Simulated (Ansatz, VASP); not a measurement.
**Re: VASP beside Ansatz**

```
Re
1.0
     1.41160    0.81499    6.69861
    -1.41160    0.81499    6.69861
     0.00000   -1.62998    6.69861
Re
3
Cartesian
  0.0000 0.0000 0.0000
  0.0000 0.0000 4.4648
  0.0000 0.0000 15.6311
```

Change from the starting cell: equal xx and yy strain of +2 %.

Alike in both runs: task single point; functional PBE; k mesh 15 × 15 × 15; occupations fermi-dirac, width 0.05 eV; no spin polarisation.

```csv
,VASP,Ansatz
version,VASP 6.6.1,Ansatz 0.2.0
potentials or method,"VASP PAW PBE potentials, release 64 (Re), cutoff 520 eV","all-electron LAPW, scalar-relativistic"
```

```tsv
	VASP	Ansatz	Ansatz less VASP
pressure (GPa)	-10.7	-10.0	+0.79
traceless stress, the component that is largest in VASP (GPa)	4.51	4.67	+0.160
rms of the force components (eV/Å)	0.016	0.021	+0.0047
```

Atom by atom the forces differ by 0.005 eV/Å (rms over components). Ansatz ran all-electron here, and VASP with PAW potentials.

Neither program's run includes spin-orbit coupling.
